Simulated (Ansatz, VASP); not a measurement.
**One calculation of Nb2InSe, two programs**

Contents of INCAR:

```
SYSTEM = Nb2InSe
PREC = Accurate
ENCUT = 600
EDIFF = 1E-6
ISMEAR = 0
SIGMA = 0.1
LREAL = .False.
LASPH = .True.
NELM = 80
ALGO = Normal
ISIF = 3
LWAVE = .False.
LCHARG = .False.
GGA = PE
IBRION = 2
NSW = 100
EDIFFG = -0.01
```

File KPOINTS:

```
regular mesh
0
Gamma
  18 18 6
  0 0 0
```

The input POSCAR:

```
Nb2InSe
1.0
    3.2196338895      0.0000000000      0.0000000000
   -1.6098169447      2.7882847392      0.0000000000
    0.0000000000      0.0000000000      8.4871464690
Nb In Se
2 1 1
Direct
    0.6666666667      0.3333333333      0.7193613732
    0.6666666667      0.3333333333      0.2806386268
    0.0000000000      0.0000000000      0.0000000000
    0.3333333333      0.6666666667      0.5000000000
```

Input for Ansatz:

```yaml
crystal:
  lattice:
    - [3.2196338895, 0.0, 0.0]
    - [-1.6098169447, 2.7882847392, 0.0]
    - [0.0, 0.0, 8.487146469]
  atoms:
    - { symbol: Nb, position: [0.6666666667, 0.3333333333, 0.7193613732] }
    - { symbol: Nb, position: [0.6666666667, 0.3333333333, 0.2806386268] }
    - { symbol: In, position: [0.0, 0.0, 0.0] }
    - { symbol: Se, position: [0.3333333333, 0.6666666667, 0.5] }
basis:
  ecutwfc: 420
kpoints:
  mp_grid: { grid: [18, 18, 6] }
hamiltonian:
  xc: pbe
scf:
  occupations: { method: gaussian, width: 0.1 }
output:
  forces: true
  stress: true
  eigenvalues: true
relax:
  adjacent_minimum: "off"
  f_tol: 0.01
  max_steps: 80
  cell: { stress_tol: 0.05 }
```

Change from the starting cell: species swapped into the Mn2SbAs type (P-6m2, No. 187).

Alike in both runs: task relaxation of cell and atoms; functional PBE; k mesh 18 × 18 × 6; occupations gaussian, width 0.1 eV; no spin polarisation.

```csv
,VASP,Ansatz
version,VASP 6.6.1,Ansatz 0.2.0
potentials or method,"VASP PAW PBE potentials, release 64 (Nb_sv, In_d, Se), cutoff 600 eV","scalar-relativistic, plane waves, PAW"
valence electrons in the cell,45,55
```

|  | VASP | Ansatz | Ansatz less VASP |
| --- | --- | --- | --- |
| gap on the k mesh at the Fermi level, each at its own relaxed structure (eV) | none | none | - |
| relaxed volume (Å³/atom) | 19.01 | 19.03 | +0.019 |
| relaxed length of the cell vector where the two differ most in proportion (Å) | 3.221 | 3.222 | +0.0015 |

A gap of «none» marks a metal or a gap that the smearing closes. VASP's potentials hold 45 valence electrons a cell and Ansatz's 55, so a difference there can come from the potentials and not from the codes.
